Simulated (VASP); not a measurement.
A run of VASP 6.6.1:

INCAR

```
SYSTEM = Li
ALGO = Fast
EDIFF = 1E-7
ENCUT = 520
GGA = PS
ISIF = 2
ISMEAR = 0
LASPH = .TRUE.
LCHARG = .FALSE.
LREAL = .FALSE.
LWAVE = .FALSE.
NBANDS = 8
NELM = 60
PREC = Accurate
SIGMA = 0.1
```

KPOINTS

```
k-points
0
G
  16 16 16
  0 0 0
```

The input POSCAR:

```
Li
1.0
    0.0000000000      2.1150062672      2.1150062672
    2.1150062672      0.0000000000      2.1150062672
    2.1150062672      2.1150062672      0.0000000000
Li
1
Direct
    0.0000000000      0.0000000000      0.0000000000
```

Potentials or basis: VASP PAW PBE potentials, release 64 (Li_sv).

Launch:

```sh
$ cat potpaw_PBE.64/Li_sv/POTCAR > POTCAR
$ mpirun -np 1 vasp_std > vasp.out
```

Hardware: 1 thread of Intel(R) Xeon(R) 6975P-C (Granite Rapids), with other jobs on the host.

Task: How long does it take, and how much memory?

Result: Run time: 7.7 s on 1 thread of Intel(R) Xeon(R) 6975P-C (Granite Rapids), on a shared host, peak memory 0.14 GiB. Counts: scf iterations 13, k points 145.
